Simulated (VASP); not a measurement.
## MgO: single point with PBEsol

Crystal: MgO.

```
Mg O
1.0
     0.00000   -2.10711   -2.10711
     0.00000    2.10711   -2.10711
     4.21421    0.00000    0.00000
Mg O
2 2
Direct
  0.57119 0.42881 0.50000
  0.92881 0.07119 0.00000
  0.46011 0.53989 0.00000
  0.03989 0.96011 0.50000
```

This cell differs from its parent crystal: mode 4 (284.4 1/cm) frozen in, largest displacement -0.300 Å.

- Program: VASP 6.6.1
- Task: single point
- Functional: PBEsol
- Potentials or basis: VASP PAW PBE potentials, release 64 (Mg, O)
- Cutoff: 520 eV
- k mesh: 8 × 8 × 6
- Occupations: gaussian, width 0.05 eV
- Spin: no spin polarisation
- Dipole correction: no
- Further INCAR settings: ALGO = Normal; EDIFF = 1e-06; NBANDS = 16

* Pressure: 2.2 GPa
* Largest force: 2.376 eV/Å
* Band gap on the k mesh: 4.20 eV, direct

Forces on the atoms (eV/Å):
```
Mg   0.000  2.376  0.000
Mg   0.000 -2.376  0.000
O    0.000 -0.708  0.000
O    0.000  0.708  0.000
```

Stress tensor (GPa, compression positive):
```
 7.49  0.00  0.00
 0.00  4.23  0.00
 0.00  0.00 -5.03
```

Levels at points of the mesh, in eV from the valence-band top:
```tsv
k point	band 6	band 7	band 8	band 9	band 10	band 11
(0.00, 0.00, 0.00)	-0.25	-0.23	0.00	4.20	8.96	9.51
(0.50, 0.00, 0.00)	-1.69	-0.95	-0.64	8.88	9.01	9.99
(0.50, 0.50, 0.00)	-1.51	-1.50	-1.36	8.58	8.69	9.00
(0.00, 0.00, 0.50)	-0.89	-0.87	-0.87	7.56	7.56	10.58
(0.50, 0.00, 0.50)	-0.82	-0.67	-0.67	7.38	7.38	11.90
(0.50, 0.50, 0.50)	-3.15	-1.61	-1.61	9.94	9.94	11.21
```

Wall time 14 s on 1 thread of Intel(R) Xeon(R) 6975P-C (Granite Rapids), with other jobs on the host, peak memory 0.17 GiB.

Caveat: the cell differs from its parent crystal (mode 4 (284.4 1/cm) frozen in, largest displacement -0.300 Å); the PAW data sets were made with another functional, which shifts forces and pressure a little.
